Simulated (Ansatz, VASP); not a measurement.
## AlNi3 in VASP and in Ansatz

```xyz
4
Lattice="-0.2032 2.7445 2.7445 2.7445 -0.2032 2.7445 2.7445 2.7445 -0.2032" Properties=species:S:1:pos:R:3 pbc="T T T"
Al    2.6429    2.6429    2.6429
Ni    1.3215    1.3215    1.3215
Ni    0.0000    0.0000    0.0000
Ni    3.9644    3.9644    3.9644
```

Alike in both runs: task single point; functional PBEsol; k mesh 14 × 14 × 14; occupations gaussian, width 0.15 eV; no spin polarisation.

|  | VASP | Ansatz |
| --- | --- | --- |
| version | VASP 6.6.1 | Ansatz 0.2.0 |
| potentials or method | VASP PAW PBE potentials, release 64 (Al, Ni), cutoff 520 eV | scalar-relativistic, plane waves, PAW |
| valence electrons in the cell | 33 | 57 |

|  | VASP | Ansatz | Ansatz less VASP |
| --- | --- | --- | --- |
| gap on the k mesh at the Fermi level (eV) | none | none | - |
| pressure (GPa) | -5.5 | -5.6 | -0.13 |
| traceless stress, the component that is largest in VASP (GPa) | 11.55 | 11.62 | +0.076 |
| rms of the force components (eV/Å) | 0.058 | 0.064 | +0.0059 |

VASP's potentials were made for PBE, not for PBEsol, and Ansatz warns of the same on its side. Atom by atom the forces differ by 0.006 eV/Å (rms over components). A gap of «none» marks a metal or a gap that the smearing closes. With one functional, cell and mesh, what is left measures potentials, basis and numerics. VASP's potentials hold 33 valence electrons a cell and Ansatz's 57, so a difference there can come from the potentials and not from the codes.
